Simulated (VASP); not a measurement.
# LiH (F-43m) in VASP: notebook, part 2 of 2

VASP 6.6.1. Earlier steps stand in the parts before.

**5. Single point, r2SCAN0**

The input, POSCAR:

```
LiH
1.0
    0.0000000000      2.1451220264      2.1451220264
    2.1451220264      0.0000000000      2.1451220264
    2.1451220264      2.1451220264      0.0000000000
Li H
1 1
Direct
    0.0000000000      0.0000000000      0.0000000000
    0.2500000000      0.2500000000      0.2500000000
```

The input, INCAR.step1:

```
SYSTEM = LiH
ALGO = Normal
EDIFF = 1E-5
ENCUT = 520
GGA = PE
ISIF = 2
ISMEAR = 0
LASPH = .TRUE.
LCHARG = .FALSE.
LREAL = .FALSE.
LWAVE = .TRUE.
NBANDS = 9
NELM = 80
PREC = Accurate
SIGMA = 0.01
```

The input, INCAR.step2:

```
SYSTEM = LiH
AEXX = 0.25
ALGO = Normal
EDIFF = 1E-7
ENCUT = 520
ISIF = 2
ISMEAR = 0
ISTART = 1
LASPH = .TRUE.
LCHARG = .FALSE.
LHFCALC = .TRUE.
LMIXTAU = .TRUE.
LREAL = .FALSE.
LWAVE = .FALSE.
METAGGA = R2SCAN
NBANDS = 9
NELM = 80
PREC = Accurate
PRECFOCK = Normal
SIGMA = 0.01
```

The input, KPOINTS:

```
k-points
0
G
  8 8 8
  0 0 0
```

Potentials or basis: VASP PAW PBE potentials, release 64 (Li_sv, H).

Run with:

```
cat potpaw_PBE.64/Li_sv/POTCAR potpaw_PBE.64/H/POTCAR > POTCAR
cp INCAR.step1 INCAR
mpirun -np 1 vasp_std > vasp.out
cp INCAR.step2 INCAR
mpirun -np 1 vasp_std > vasp.out
```

OUTCAR:

```text
SYSTEM = LiH
   AEXX = 0.25
   EDIFF = 1E-7
   ENCUT = 520
   ISIF = 2
   ISMEAR = 0
   ISTART = 1
   LASPH = .TRUE.
   LHFCALC = .TRUE.
   LREAL = .FALSE.
   METAGGA = R2SCAN
   NELM = 80
   PREC = Accurate
   PRECFOCK = Normal

 ion  position               nearest neighbor table
   1  0.000  0.000  0.000-
   2  0.250  0.250  0.250-

  LATTYP: Found a face centered cubic cell.
 ALAT       =     4.2902440528

  Lattice vectors:

 A1 = (   0.0000000000,   2.1451220264,   2.1451220264)
 A2 = (   2.1451220264,   0.0000000000,   2.1451220264)
 A3 = (   2.1451220264,   2.1451220264,   0.0000000000)
[... 472 lines left out ...]
      5      12.3255      0.00000
      6      16.7908      0.00000
      7      20.2362      0.00000
      8      23.7702      0.00000
      9      26.0328      0.00000

 [... further k-points ...]
[... 5 lines left out ...]
  --------------------------------------------------------------------------------------
  -------------------------------------------------------------------------------------
  Total       -0.0422087     -0.0422087     -0.0422087      0.0000000      0.0000000      0.0000000
  in kB       -3.4255194     -3.4255194     -3.4255194      0.0000000      0.0000000      0.0000000
  external PRESSURE =      -3.4255194 kB  Pullay stress =       0.0000000 kB

 VOLUME and BASIS-vectors are now :
 -----------------------------------------------------------------------------
  energy-cutoff  :      520.00
  volume of cell :       19.74
      direct lattice vectors                 reciprocal lattice vectors
     0.000000000  2.145122026  2.145122026    -0.233086973  0.233086973  0.233086973
     2.145122026  0.000000000  2.145122026     0.233086973 -0.233086973  0.233086973
     2.145122026  2.145122026  0.000000000     0.233086973  0.233086973 -0.233086973

 POSITION                                       TOTAL-FORCE (eV/Angst)
 -----------------------------------------------------------------------------------
      0.00000      0.00000      0.00000        -0.000000     -0.000000     -0.000000
      1.07256      1.07256      1.07256         0.000000      0.000000      0.000000
 -----------------------------------------------------------------------------------
    total drift:                                0.000033     -0.000009      0.000009

  FREE ENERGIE OF THE ION-ELECTRON SYSTEM (eV)
  ---------------------------------------------------
  free  energy   TOTEN  =        -7.4974832120 eV

  energy  without entropy=       -7.4974832120  energy(sigma->0) =       -7.49748321
```

OSZICAR.step1:

```text
N       E                     dE             d eps       ncg     rms          rms(c)
DAV:   1    -0.215181222315E+01   -0.21518E+01   -0.13514E+03   522   0.380E+02
DAV:   2    -0.628741193734E+01   -0.41356E+01   -0.41109E+01   718   0.496E+01
DAV:   3    -0.637265725325E+01   -0.85245E-01   -0.85191E-01   628   0.625E+00
DAV:   4    -0.637389853390E+01   -0.12413E-02   -0.12412E-02   706   0.575E-01
DAV:   5    -0.637391293475E+01   -0.14401E-04   -0.14401E-04   636   0.444E-02    0.331E+00
DAV:   6    -0.610150735365E+01    0.27241E+00   -0.26137E-01   548   0.143E+00    0.161E+00
DAV:   7    -0.602526116942E+01    0.76246E-01   -0.29354E-01   586   0.172E+00    0.290E-01
DAV:   8    -0.603067114906E+01   -0.54100E-02   -0.11566E-02   593   0.541E-01    0.519E-02
DAV:   9    -0.603063507665E+01    0.36072E-04   -0.23524E-04   683   0.703E-02    0.896E-03
DAV:  10    -0.603063566699E+01   -0.59035E-06   -0.11222E-05   624   0.225E-02
   1 F= -.60306357E+01 E0= -.60306357E+01  d E =-.339005E-75
```

Run time: 11 min. Hardware: 1 thread of Intel Xeon 6975P-C (Granite Rapids), shared host; peak memory 0.15 GiB.

What came out:

```yaml
Free_energy: -7.4975 eV
Band_gap_on_the_k_mesh: 6.35 eV (least direct gap 7.53 eV)
```

Levels at points of the mesh, in eV from the valence-band top:
```csv
k point,band 1,band 2,band 3,band 4,band 5,band 6,band 7
"(0.00, 0.00, 0.00)",-47.31,-4.19,16.02,20.75,20.75,20.75,22.63
"(0.50, 0.00, 0.00)",-47.28,-1.18,6.35,18.22,18.22,19.14,21.78
"(0.50, 0.50, 0.00)",-47.27,-0.37,9.49,12.49,13.45,13.46,21.65
```

Caveat: the cutoff is under 1.25 times the usual one of these potentials, so pressure, stress and relaxed cells hold a basis-set (Pulay) error; the PAW data sets were made with another functional, which shifts forces and pressure a little.

**6. Single point, HF**

POSCAR is that of step 5.

The input, INCAR.step1:

```
  PREC = Accurate
  ENCUT = 520
  EDIFF = 1E-5
  ISMEAR = 0
  SIGMA = 0.01
  LREAL = False
  LASPH = True
  NELM = 80
  ALGO = Normal
  ISIF = 2
  LWAVE = True
  LCHARG = False
  NBANDS = 9
  GGA = PE
```

The input, INCAR.step2:

```
  PREC = Accurate
  ENCUT = 520
  EDIFF = 1E-6
  ISMEAR = 0
  SIGMA = 0.01
  LREAL = False
  LASPH = True
  NELM = 80
  ALGO = Normal
  ISIF = 2
  LWAVE = False
  LCHARG = False
  GGA = PE
  LHFCALC = True
  AEXX = 1.0
  ALDAC = 0.0
  AGGAC = 0.0
  PRECFOCK = Normal
  NBANDS = 9
  ISTART = 1
```

The input, KPOINTS:

```
Automatic mesh
0
Gamma
  8 8 8
```

Potentials or basis: VASP PAW PBE potentials, release 64 (Li_sv, H).

Run with:

```
cat potpaw_PBE.64/Li_sv/POTCAR potpaw_PBE.64/H/POTCAR > POTCAR
cp INCAR.step1 INCAR
mpirun -np 1 vasp_std > vasp.out
cp INCAR.step2 INCAR
mpirun -np 1 vasp_std > vasp.out
```

Run time: 8.4 min. Hardware: 1 thread of AMD EPYC 7R13 (Zen 3), shared host; peak memory 0.12 GiB.

It converged, with:

```yaml
Free_energy: -9.3514 eV
Band_gap_on_the_k_mesh: 12.16 eV (least direct gap 13.57 eV)
```

Levels at points of the mesh, in eV from the valence-band top:
```
           k point  band 1  band 2  band 3  band 4  band 5
(0.00, 0.00, 0.00)  -55.09   -5.24   22.91   27.15   27.15
(0.50, 0.00, 0.00)  -55.06   -1.42   12.16   24.80   24.80
(0.50, 0.50, 0.00)  -55.05   -0.37   15.49   18.89   19.92
```

Caveat: the cutoff is under 1.25 times the usual one of these potentials, so pressure, stress and relaxed cells hold a basis-set (Pulay) error; the PAW data sets were made with another functional, which shifts forces and pressure a little. A k mesh can miss the band edges.

**7. Overview**

```tsv
task	level	cell	k mesh	cutoff (eV)	smearing	share of exact exchange	screening parameter	gap on the mesh (eV)
relaxation of cell and atoms	HSE06	relaxed	6 × 6 × 6	600	fermi-dirac 0.02 eV	0.25	0.2079 1/Å	5.38
single point	HSE06	as given	8 × 8 × 8	520	gaussian 0.01 eV	0.25	0.2079 1/Å	5.25
single point	PBE0	as given	8 × 8 × 8	520	gaussian 0.01 eV	0.25	-	5.97
single point	r2SCAN0	as given	8 × 8 × 8	520	gaussian 0.01 eV	0.25	-	6.35
single point	HF	as given	8 × 8 × 8	520	gaussian 0.01 eV	1	-	12.16
```

Alike in all rows: potentials or basis VASP PAW PBE potentials, release 64 (Li_sv, H); no spin polarisation.

Caveats: some runs use coarse meshes; the cutoff is under 1.25 times the usual one of these potentials, so pressure, stress and relaxed cells hold a basis-set (Pulay) error; the PAW data sets were made with another functional, which shifts forces and pressure a little.

Absolute energies hang on the potentials; compare differences alone.
